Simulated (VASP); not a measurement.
Input of a VASP 6.6.1 run:

INCAR

```
ALGO     = Normal         # electronic algorithm
EDIFF    = 1E-7           # SCF threshold, eV
EDIFFG   = -0.005         # ionic threshold
ENCUT    = 600            # plane-wave cutoff, eV
GGA      = PS             # functional
IBRION   = 2              # ionic algorithm
ISIF     = 3              # what is computed and relaxed
ISMEAR   = -1             # smearing method
LASPH    = True           # aspherical terms in the spheres
LCHARG   = False          # write CHGCAR
LREAL    = False          # projectors in reciprocal space
LWAVE    = False          # write WAVECAR
NELM     = 100            # most SCF steps
NSW      = 32             # ionic steps
PREC     = Accurate       # precision mode
PSTRESS  = 800.0        
SIGMA    = 0.1            # smearing width, eV
```

KPOINTS

```
k-points
0
Gamma
  23 23 21
```

Contents of POSCAR:

```
Be
1.0
    1.8954654922      0.0000000000      0.0000000000
   -0.9477327461      1.6415212683      0.0000000000
    0.0000000000      0.0000000000      1.9276990927
Be
1
Direct
    0.0000000000      0.0000000000      0.0000000000
```

Potentials or basis: VASP PAW PBE potentials, release 64 (Be).

Command:

```bash
$ cat potpaw_PBE.64/Be/POTCAR > POTCAR
$ mpirun -np 1 vasp_std > vasp.out
```

(1) Predict the relaxed cell.

(2) What does it give for the relaxed volume?

(3) What does it give for the space group after relaxing (to 0.1 Å)?

(4) Estimate the band gap on the k mesh.

Results:

(1) a = 1.897 Å, b = 1.897 Å, c = 1.929 Å, α = 90.00°, β = 90.00°, γ = 120.00°.

(2) 6.01 Å³/atom.

(3) P6/mmm (No. 191).

(4) zero (bands 1 and 2 overlap by 6.12 eV).

Caveat: the cell is relaxed towards a set pressure, so the run minimises the enthalpy, not the energy; the PAW data sets were made with another functional, which shifts forces and pressure a little.
